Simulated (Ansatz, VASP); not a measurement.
## TiO2: VASP beside Ansatz

The input INCAR:

```
PREC = Accurate
ENCUT = 520
EDIFF = 1E-6
ISMEAR = -1
SIGMA = 0.05
LREAL = F
LASPH = T
NELM = 100
ALGO = Normal
ISIF = 2
LWAVE = F
LCHARG = T
GGA = B5
ALDAX = 1.0
AGGAX = 1.0
AGGAC = 1.0
ALDAC = 0.0
LELF = T
LVHAR = T
NBANDS = 46
```

Contents of KPOINTS:

```
Automatic mesh
0
Gamma
  9 6 4
```

Contents of POSCAR:

```
TiO2
1.0
    2.9682645463      0.0000000000      0.0000000000
    0.0002080834      4.7076067549      0.0000000000
    1.4835696211      0.2423534620      7.0834647979
Ti O
3 6
Direct
    0.0033718700      0.0003888100      0.0007031900
    0.3446402100      0.4802596500      0.3169598700
    0.6617081400      0.5204743600      0.6844963600
    0.4400381600      0.1854376900      0.1285388000
    0.7779263400      0.2977287500      0.4518780700
    0.1012362400      0.3089534200      0.8062432200
    0.9064972100      0.6918369900      0.1951715700
    0.2294071500      0.7030072800      0.5495147300
    0.5680256700      0.8153000600      0.8728271800
```

The input input.yaml:

```yaml
crystal:
  lattice:
    - [2.9682645463, 0.0, 0.0]
    - [0.0002080834, 4.7076067549, 0.0]
    - [1.4835696211, 0.242353462, 7.0834647979]
  atoms:
    - { symbol: Ti, position: [0.00337187, 0.00038881, 0.00070319] }
    - { symbol: Ti, position: [0.34464021, 0.48025965, 0.31695987] }
    - { symbol: Ti, position: [0.66170814, 0.52047436, 0.68449636] }
    - { symbol: O, position: [0.44003816, 0.18543769, 0.1285388] }
    - { symbol: O, position: [0.77792634, 0.29772875, 0.45187807] }
    - { symbol: O, position: [0.10123624, 0.30895342, 0.80624322] }
    - { symbol: O, position: [0.90649721, 0.69183699, 0.19517157] }
    - { symbol: O, position: [0.22940715, 0.70300728, 0.54951473] }
    - { symbol: O, position: [0.56802567, 0.81530006, 0.87282718] }
hamiltonian:
  xc: blyp
  pseudopotentials: { kind: paw }
kpoints:
  mp_grid: { grid: [9, 6, 4] }
  band_path:
    path:
      - [[0.0, 0.0, 0.5], [0.0, 0.0, 0.0], [0.0, 0.5, 0.0]]
      - [[0.0, 0.5, 0.5], [0.0, 0.0, 0.0], [-0.5, -0.5, -0.5]]
      - [[-0.5, -0.5, 0.0], [0.0, 0.0, 0.0], [-0.5, 0.0, -0.5]]
      - [[-0.5, 0.0, 0.0], [0.0, 0.0, 0.0]]
    npoints: 10
scf:
  occupations: { method: fermi_dirac, width: 0.05 }
  n_extra_bands: 22
output:
  forces: true
  stress: true
  eigenvalues: true
  fatbands: false
```

Alike in both runs: functional BLYP; k mesh 9 × 6 × 4; occupations fermi-dirac, width 0.05 eV; no spin polarisation.

```csv
,VASP,Ansatz
version,VASP 6.6.1,Ansatz 0.2.0
potentials or method,"VASP PAW PBE potentials, release 64 (Ti_sv, O)",Ansatz PAW
plane-wave cutoff (eV),520,420
valence electrons in the cell,72,72
task,single point,band structure
```

Ansatz gave:

| Property | Result |
| --- | --- |
| gap on the k mesh at the Fermi level (eV) | 2.25 |
| least direct gap on the mesh (eV) | 2.31 |
| pressure (GPa) | 8.9 |
| traceless stress, the component that is largest in VASP (GPa) | -0.57 |
| rms of the force components (eV/Å) | 0.090 |

Task: Which values does VASP return?

Result: gap on the k mesh at the Fermi level (eV): 2.22; least direct gap on the mesh (eV): 2.28; pressure (GPa): 10.0; traceless stress, the component that is largest in VASP (GPa): -0.83; rms of the force components (eV/Å): 0.117.

VASP's potentials were made for PBE, not for BLYP. Atom by atom the forces differ by 0.028 eV/Å (rms over components).
